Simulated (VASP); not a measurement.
# BeSeO4 (F-43m) in VASP: single point with PBE

Aim: the single point of BeSeO4 with PBE.

All numbers are computed with VASP 6.6.1; they aren't measurements. Logs are shortened: lines on timing, memory, paths and dates and some standing lists are left out, and cuts for length are marked.

**1. The cell of the first run**

It takes space group F-43m (No. 216, cubic). Conventional cell: a = 6.521 Å, b = 6.521 Å, c = 6.521 Å, α = 90.00°, β = 90.00°, γ = 90.00°. Be (site symmetry -43m) has 12 O at 2.70 Å and 4 Se at 2.82 Å within 3.6 Å. Se (site symmetry -43m) has 12 O at 2.70 Å and 4 Be at 2.82 Å within 3.6 Å. Within 3.0 Å of O (site symmetry 3m) lie 6 O at 2.29 to 2.32 Å and 3 Be at 2.70 Å and 3 Se at 2.70 Å.

**2. Single point, PBE**

INCAR reads:

```
ALGO = Normal ; EDIFF = 1E-6
ENCUT = 520 ; GGA = PE
ISIF = 2 ; ISMEAR = 0
LASPH = T ; LCHARG = F
LREAL = F ; LWAVE = F
NBANDS = 25 ; NELM = 80
PREC = Accurate ; SIGMA = 0.1
```

KPOINTS reads:

```
k-points
0
Gamma
  4 4 4
```

POSCAR reads:

```
BeSeO4
1.0
    0.0000000000      3.2605282400      3.2605282400
    3.2605282400      0.0000000000      3.2605282400
    3.2605282400      3.2605282400      0.0000000000
Be Se O
1 1 4
Direct
    0.7500000000      0.7500000000      0.7500000000
    0.0000000000      0.0000000000      0.0000000000
    0.8732489600      0.3755836800      0.3755836800
    0.3755836800      0.3755836800      0.3755836800
    0.3755836800      0.8732489600      0.3755836800
    0.3755836800      0.3755836800      0.8732489600
```

Potentials or basis: VASP PAW PBE potentials, release 64 (Be, Se, O).

The run is started by

```
cat potpaw_PBE.64/Be/POTCAR potpaw_PBE.64/Se/POTCAR potpaw_PBE.64/O/POTCAR > POTCAR
mpirun -np 1 vasp_std > vasp.out
```

OUTCAR:

```text
EDIFF = 1E-6
   ENCUT = 520
   GGA = PE
   ISIF = 2
   ISMEAR = 0
   LASPH = T
   LREAL = F
   NELM = 80
   PREC = Accurate

 ion  position               nearest neighbor table
   1  0.750  0.750  0.750-
   2  0.000  0.000  0.000-
   3  0.873  0.376  0.376-
   4  0.376  0.376  0.376-
   5  0.376  0.873  0.376-
   6  0.376  0.376  0.873-

  LATTYP: Found a face centered cubic cell.
 ALAT       =     6.5210564800

  Lattice vectors:

 A1 = (   0.0000000000,   3.2605282400,   3.2605282400)
 A2 = (   3.2605282400,   0.0000000000,   3.2605282400)
 A3 = (   3.2605282400,   3.2605282400,   0.0000000000)

Analysis of symmetry for initial positions (statically):
=====================================================================
 Subroutine PRICEL returns:
 Original cell was already a primitive cell.

 Routine SETGRP: Setting up the symmetry group for a
 face centered cubic supercell.

 Subroutine GETGRP returns: Found 24 space group operations
 (whereof 24 operations were pure point group operations)
 out of a pool of 48 trial point group operations.

The static configuration has the point symmetry T_d .

Analysis of symmetry for dynamics (positions and initial velocities):
=====================================================================
 Subroutine PRICEL returns:
 Original cell was already a primitive cell.

 Routine SETGRP: Setting up the symmetry group for a
 face centered cubic supercell.

 Subroutine GETGRP returns: Found 24 space group operations
 (whereof 24 operations were pure point group operations)
 out of a pool of 48 trial point group operations.

The dynamic configuration has the point symmetry T_d .

 Subroutine INISYM returns: Found 24 space group operations
 (whereof 24 operations are pure point group operations),
 and found     1 'primitive' translations

----------------------------------------------------------------------------------------

                                     Primitive cell

  volume of cell :      69.3256

  direct lattice vectors                    reciprocal lattice vectors
     0.000000000  3.260528240  3.260528240    -0.153349385  0.153349385  0.153349385
     3.260528240  0.000000000  3.260528240     0.153349385 -0.153349385  0.153349385
     3.260528240  3.260528240  0.000000000     0.153349385  0.153349385 -0.153349385

  length of vectors
     4.611083258  4.611083258  4.611083258     0.265608926  0.265608926  0.265608926

  position of ions in fractional coordinates (direct lattice)
     0.750000000  0.750000000  0.750000000
     0.000000000  0.000000000  0.000000000
     0.873248960  0.375583680  0.375583680
     0.375583680  0.375583680  0.375583680
     0.375583680  0.873248960  0.375583680
     0.375583680  0.375583680  0.873248960

  ion indices of the primitive-cell ions
   primitive index   ion index
                 1           1
                 2           2
                 3           3
                 4           4
                 5           5
                 6           6

----------------------------------------------------------------------------------------

 KPOINTS: k-points

Automatic generation of k-mesh.
 Grid dimensions read from file:
 generate k-points for:    4    4    4

 Generating k-lattice:

  Cartesian coordinates                     Fractional coordinates (reciprocal lattice)
    -0.038337346  0.038337346  0.038337346     0.250000000  0.000000000  0.000000000
     0.038337346 -0.038337346  0.038337346     0.000000000  0.250000000  0.000000000
     0.038337346  0.038337346 -0.038337346     0.000000000  0.000000000  0.250000000

  Length of vectors
     0.066402231  0.066402231  0.066402231

  Shift w.r.t. Gamma in fractional coordinates (k-lattice)
     0.000000000  0.000000000  0.000000000

 Subroutine IBZKPT returns following result:
 ===========================================

 Found      8 irreducible k-points:

 Following reciprocal coordinates:
            Coordinates               Weight
  0.000000  0.000000  0.000000      1.000000
  0.250000  0.000000  0.000000      8.000000
  0.500000  0.000000  0.000000      4.000000
  0.250000  0.250000  0.000000      6.000000
  0.500000  0.250000  0.000000     24.000000
 -0.250000  0.250000  0.000000     12.000000
  0.500000  0.500000  0.000000      3.000000
 -0.250000  0.500000  0.250000      6.000000
   k-points           NKPTS =      8   k-points in BZ     NKDIM =      8   number of bands    NBANDS=     25
   number of dos      NEDOS =    301   number of ions     NIONS =      6
   total plane-waves  NPLWV =  46656
   dimension x,y,z NGX =    36 NGY =   36 NGZ =   36
   dimension x,y,z NGXF=    72 NGYF=   72 NGZF=   72
   ions per type =               1   1   4
   NGX,Y,Z   is equivalent  to a cutoff of  12.98, 12.98, 12.98 a.u.
   NGXF,Y,Z  is equivalent  to a cutoff of  25.96, 25.96, 25.96 a.u.
 SYSTEM =  unknown system
   PREC   = accura    normal or accurate (medium, high low for compatibility)
   ISTART =      0    job   : 0-new  1-cont  2-samecut
   ICHARG =      2    charge: 1-file 2-atom 10-const
   ISPIN  =      1    spin polarized calculation?
   LNONCOLLINEAR =      F non collinear calculations
   LSORBIT =      F    spin-orbit coupling
   LASPH  =      T    aspherical Exc in radial PAW
   ENCUT  =  520.0 eV  38.22 Ry    6.18 a.u.   8.57  8.57  8.57*2*pi/ulx,y,z
   NELM   =     80;   NELMIN=  2; NELMDL= -5     # of ELM steps
   EDIFF  = 0.1E-05   stopping-criterion for ELM
   LREAL  =      F    real-space projection
   EDIFFG = 0.1E-04   stopping-criterion for IOM
   NSW    =      0    number of steps for IOM
   IBRION =     -1    ionic relax: 0-MD 1-quasi-New 2-CG
   NFREE  =      0    steps in history (QN), initial steepest desc. (CG)
   ISIF   =      2    stress and relaxation
   ISYM   =      2    0-nonsym 1-usesym 2-fastsym
   POTIM  = 0.5000    time-step for ionic-motion
   TEBEG  =    0.0;   TEEND  =   0.0 temperature during run
   PSTRESS=    0.0 pullay stress
   NELECT =      32.0000    total number of electrons
   NUPDOWN=      -1.0000    fix difference up-down
   EMIN   =  10.00;   EMAX   =-10.00  energy-range for DOS
   EFERMI =   0.00;   METHOD = LEGACY
   ISMEAR =     0;   SIGMA  =   0.10  broadening in eV -4-tet -1-fermi 0-gaus
   EFERMI_NEDOS =   21; number of points for ismear=-14 and -15
   IALGO  =     38    algorithm
   IMIX   =      4    mixing-type and parameters
     AMIX     =   0.40;   BMIX     =  1.00
     AMIX_MAG =   1.60;   BMIX_MAG =  1.00
  volume/ion in A,a.u.               =      11.55        77.97
  Fermi-wavevector in a.u.,A,eV,Ry     =   1.265203  2.390887 21.779369  1.600738
  Thomas-Fermi vector in A             =   2.398468
   LORBIT       =      0    0 simple, 1 ext, 2 COOP (PROOUT), +10 PAW based schemes
   GGA     = PE    functional components
   LHFCALC =     F    Hartree Fock is set to
   AEXX    =    0.0000 exact exchange contribution
   IVDW    =     0    specifies the selected vdW correction
   LEPSILON=     F    determine dielectric tensor
   LRPA    =     F    only Hartree local field effects (RPA)
 non-spin polarized calculation
 Gauss-broadening in eV      SIGMA  =   0.10
  energy-cutoff  :      520.00
  volume of cell :       69.33
 maximum number of plane-waves:      1893
 NGX is ok and might be reduce to    36
   NGX = 17   NGY = 17   NGZ = 17

 number of electron      31.9999988 magnetization

 Free energy of the ion-electron system (eV)
  ---------------------------------------------------
  ext. energy  EPLUGINS =         0.00000000
  ---------------------------------------------------
  free energy    TOTEN  =       -18.14152721 eV

  energy without entropy =      -18.10145642  energy(sigma->0) =      -18.12149181

 E-fermi :   2.8648     XC(G=0): -10.6349

 val. band max:        2.8476507870   @ k =   0.2500   0.0000   0.0000
 cond. band min:       2.8663268466   @ k =   0.2500   0.2500   0.0000
 fundamental gap:      0.0186760596
 Fermi energy:         2.8647600332

 k-point     1 :       0.0000    0.0000    0.0000
  band No.  band energies     occupation
      1     -16.2909      2.00000
      2     -13.1787      2.00000
      3     -13.1787      2.00000
      4     -13.1787      2.00000
      5      -9.3725      2.00000
      6      -2.9036      2.00000
[... 17 lines left out ...]
     24       8.8517      0.00000
     25      16.7783      0.00000

 k-point     2 :       0.2500    0.0000    0.0000
  band No.  band energies     occupation
      1     -15.9875      2.00000
      2     -13.6366      2.00000
      3     -13.1986      2.00000
      4     -13.1986      2.00000
      5      -9.5775      2.00000
      6      -2.4909      2.00000
[... 17 lines left out ...]
     24       8.7850      0.00000
     25      15.8819      0.00000

 k-point     3 :       0.5000    0.0000    0.0000
  band No.  band energies     occupation
      1     -15.4974      2.00000
      2     -14.2821      2.00000
      3     -13.2181      2.00000
      4     -13.2181      2.00000
      5      -9.7454      2.00000
      6      -2.2484      2.00000
[... 17 lines left out ...]
     24       8.9310      0.00000
     25      15.7147      0.00000

 k-point     4 :       0.2500    0.2500    0.0000
  band No.  band energies     occupation
      1     -15.8785      2.00000
      2     -13.7142      2.00000
      3     -13.2362      2.00000
      4     -13.2362      2.00000
      5      -9.6880      2.00000
      6      -2.1573      2.00000
[... 17 lines left out ...]
     24       8.6283      0.00000
     25      14.8022      0.00000

 k-point     5 :       0.5000    0.2500    0.0000
  band No.  band energies     occupation
      1     -15.3304      2.00000
      2     -14.3431      2.00000
      3     -13.3299      2.00000
      4     -13.2557      2.00000
      5      -9.8612      2.00000
      6      -2.5834      2.00000
[... 17 lines left out ...]
     24       8.9428      0.00000
     25      15.1000      0.00000

 k-point     6 :      -0.2500    0.2500    0.0000
  band No.  band energies     occupation
      1     -15.5506      2.00000
      2     -14.1082      2.00000
      3     -13.3359      2.00000
      4     -13.2185      2.00000
      5      -9.7675      2.00000
      6      -2.5640      2.00000
[... 17 lines left out ...]
     24       8.8876      0.00000
     25      15.2740      0.00000

 k-point     7 :       0.5000    0.5000    0.0000
  band No.  band energies     occupation
      1     -14.8787      2.00000
      2     -14.8053      2.00000
      3     -13.2927      2.00000
      4     -13.2927      2.00000
      5     -10.0162      2.00000
      6      -2.6489      2.00000
[... 17 lines left out ...]
     24       8.6826      0.00000
     25      15.7391      0.00000

 k-point     8 :      -0.2500    0.5000    0.2500
  band No.  band energies     occupation
      1     -14.8415      2.00000
      2     -14.8012      2.00000
      3     -13.3810      2.00000
      4     -13.2997      2.00000
      5      -9.9254      2.00000
      6      -2.7143      2.00000
[... 17 lines left out ...]
     24       9.2176      0.00000
     25      14.9995      0.00000

------------------------ aborting loop because EDIFF is reached ----------------------------------------

  FORCE on cell =-STRESS in cart. coord.  units (eV):
  Direction    XX          YY          ZZ          XY          YZ          ZX
  --------------------------------------------------------------------------------------
  -------------------------------------------------------------------------------------
  Total       -5.7796131     -5.7796131     -5.7796131      0.0000000      0.0000000      0.0000000
  in kB     -133.5720082   -133.5720082   -133.5720082      0.0000000      0.0000000      0.0000000
  external PRESSURE =    -133.5720082 kB  Pullay stress =       0.0000000 kB

 VOLUME and BASIS-vectors are now :
 -----------------------------------------------------------------------------
  energy-cutoff  :      520.00
  volume of cell :       69.33
      direct lattice vectors                 reciprocal lattice vectors
     0.000000000  3.260528240  3.260528240    -0.153349385  0.153349385  0.153349385
     3.260528240  0.000000000  3.260528240     0.153349385 -0.153349385  0.153349385
     3.260528240  3.260528240  0.000000000     0.153349385  0.153349385 -0.153349385

 POSITION                                       TOTAL-FORCE (eV/Angst)
 -----------------------------------------------------------------------------------
      4.89079      4.89079      4.89079        -0.000000      0.000000      0.000000
      0.00000      0.00000      0.00000        -0.000000      0.000000      0.000000
      2.44920      4.07185      4.07185         0.228272     -0.228272     -0.228272
      2.44920      2.44920      2.44920         0.228272      0.228272      0.228272
      4.07185      2.44920      4.07185        -0.228272      0.228272     -0.228272
      4.07185      4.07185      2.44920        -0.228272     -0.228272      0.228272
 -----------------------------------------------------------------------------------
    total drift:                                0.000000      0.000000      0.000000

  FREE ENERGIE OF THE ION-ELECTRON SYSTEM (eV)
  ---------------------------------------------------
  free  energy   TOTEN  =       -18.1415272106 eV

  energy  without entropy=      -18.1014564189  energy(sigma->0) =      -18.12149181
```

It took 16 s on 1 thread of AMD EPYC 7R13 (Zen 3), shared host; peak memory 0.17 GiB.

What came out:

| Item | Value |
| --- | --- |
| Free energy | -18.1415 eV |
| Pressure | -13.4 GPa |
| Largest force | 0.395 eV/Å |
| Band gap on the k mesh | zero (band 16 reaches 3.19 eV, above the bottom of band 17 at 2.74 eV) |

Forces in eV/Å, atoms in the order of the input:
```
Be   0.000  0.000  0.000
Se   0.000  0.000  0.000
O    0.228 -0.228 -0.228
O    0.228  0.228  0.228
O   -0.228  0.228 -0.228
O   -0.228 -0.228  0.228
```

Caveat: the k points lie up to 0.42 Å⁻¹ apart.
